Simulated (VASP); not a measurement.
Set up this calculation in VASP 6.6.1, as the native input.

```yaml
Task: single point
Functional: PBE
Potentials_or_basis: VASP PAW PBE potentials, release 64 (Li_sv, Ta_pv, H)
Cutoff: 520 eV
k_mesh: 12 × 12 × 12
Occupations: gaussian, width 0.1 eV
Spin: no spin polarisation
Dipole_correction: no
Further_INCAR_settings: ALGO = Normal; EDIFF = 1e-06; NBANDS = 22
```

The structure of LiTa2H2 lies in POSCAR:

```
LiTa2H2
1.0
   -2.1251132173      2.1251132173      3.0219338550
    2.1251132173     -2.1251132173      3.0219338550
    2.1251132173      2.1251132173     -3.0219338550
Li Ta H
1 2 2
Direct
    0.0000000000      0.0000000000      0.0000000000
    0.7500000000      0.2500000000      0.5000000000
    0.2500000000      0.7500000000      0.5000000000
    0.7186258826      0.7186258826      0.0000000000
    0.2813741174      0.2813741174      0.0000000000
```

The cell was built from a structure type or drawn by symmetry, and may not be a known phase.

These files were run (other wordings do the same):

INCAR

```
SYSTEM = LiTa2H2
PREC = Accurate ; ENCUT = 520
EDIFF = 1E-6 ; ISMEAR = 0
SIGMA = 0.1 ; LREAL = .FALSE.
LASPH = .TRUE. ; NELM = 100
ALGO = Normal ; ISIF = 2
LWAVE = .FALSE. ; LCHARG = .FALSE.
GGA = PE ; NBANDS = 22
```

KPOINTS

```
regular mesh
0
G
  12 12 12
  0 0 0
```

Potentials or basis: VASP PAW PBE potentials, release 64 (Li_sv, Ta_pv, H).

Run with:

```sh
$ cat potpaw_PBE.64/Li_sv/POTCAR potpaw_PBE.64/Ta_pv/POTCAR potpaw_PBE.64/H/POTCAR > POTCAR
$ mpirun -np 1 vasp_std > vasp.out
```

It gave:

The largest force is 0.009 eV/Å and the band gap on the k mesh is zero (an odd number of electrons rules out a gap without spin polarisation).

Caveat: spin-orbit coupling is left out, which moves the levels of the heavy elements.

Run time: 2.6 min on 1 thread of Intel(R) Xeon(R) Platinum 8375C CPU @ 2.90GHz (Ice Lake) (shared host), peak memory 0.31 GiB.
